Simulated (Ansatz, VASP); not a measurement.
F in VASP and in Ansatz

Contents of INCAR:

```
SYSTEM = F
PREC = Accurate
ENCUT = 520
EDIFF = 1E-6
ISMEAR = 0
SIGMA = 0.05
LREAL = .False.
LASPH = .True.
NELM = 100
ALGO = Normal
ISIF = 2
LWAVE = .False.
LCHARG = .False.
GGA = PS
NBANDS = 22
```

Contents of KPOINTS:

```
regular mesh
0
Gamma
  4 4 2
  0 0 0
```

POSCAR

```
F
1.0
    3.2389009936     -1.8615074069     -0.2498119861
    3.2389009936      1.8615074069     -0.2498119861
   -2.4354061261      0.0000000000      7.4548272690
F
4
Direct
    0.0848459664      0.0848459664      0.1019959513
    0.9151540336      0.9151540336      0.8980040487
    0.5015719855      0.5015719855      0.5937195244
    0.4984280145      0.4984280145      0.4062804756
```

Input for Ansatz:

```yaml
crystal:
  lattice:
    - [3.2389009936, -1.8615074069, -0.2498119861]
    - [3.2389009936, 1.8615074069, -0.2498119861]
    - [-2.4354061261, 0.0, 7.454827269]
  atoms:
    - { symbol: F, position: [0.0848459664, 0.0848459664, 0.1019959513] }
    - { symbol: F, position: [0.9151540336, 0.9151540336, 0.8980040487] }
    - { symbol: F, position: [0.5015719855, 0.5015719855, 0.5937195244] }
    - { symbol: F, position: [0.4984280145, 0.4984280145, 0.4062804756] }
basis:
  ecutwfc: 520.0
kpoints:
  mp_grid: { grid: [4, 4, 2] }
hamiltonian:
  xc: pbesol
scf:
  occupations: { method: gaussian, width: 0.05 }
output:
  forces: true
  stress: true
  eigenvalues: true
```

Alike in both runs: task single point; functional PBEsol; k mesh 4 × 4 × 2; occupations gaussian, width 0.05 eV; no spin polarisation.

```csv
,VASP,Ansatz
version,VASP 6.6.1,Ansatz 0.2.0
potentials or method,"VASP PAW PBE potentials, release 64 (F), cutoff 520 eV","scalar-relativistic, plane waves, PAW"
valence electrons in the cell,28,28
```

Ansatz gave:

| Property | Result |
| --- | --- |
| gap on the k mesh at the Fermi level (eV) | 1.81 |
| least direct gap on the mesh (eV) | 1.88 |
| pressure (GPa) | -5.3 |
| traceless stress, the component that is largest in VASP (GPa) | -8.31 |
| rms of the force components (eV/Å) | 1.622 |

Problem. Estimate VASP's values.

Solution. gap on the k mesh at the Fermi level (eV): 1.76; least direct gap on the mesh (eV): 1.84; pressure (GPa): -5.3; traceless stress, the component that is largest in VASP (GPa): -7.54; rms of the force components (eV/Å): 1.503.

VASP's potentials were made for PBE, not for PBEsol. Atom by atom the forces differ by 0.145 eV/Å (rms over components).

The k mesh is coarse, so the values compare programs but aren't converged.
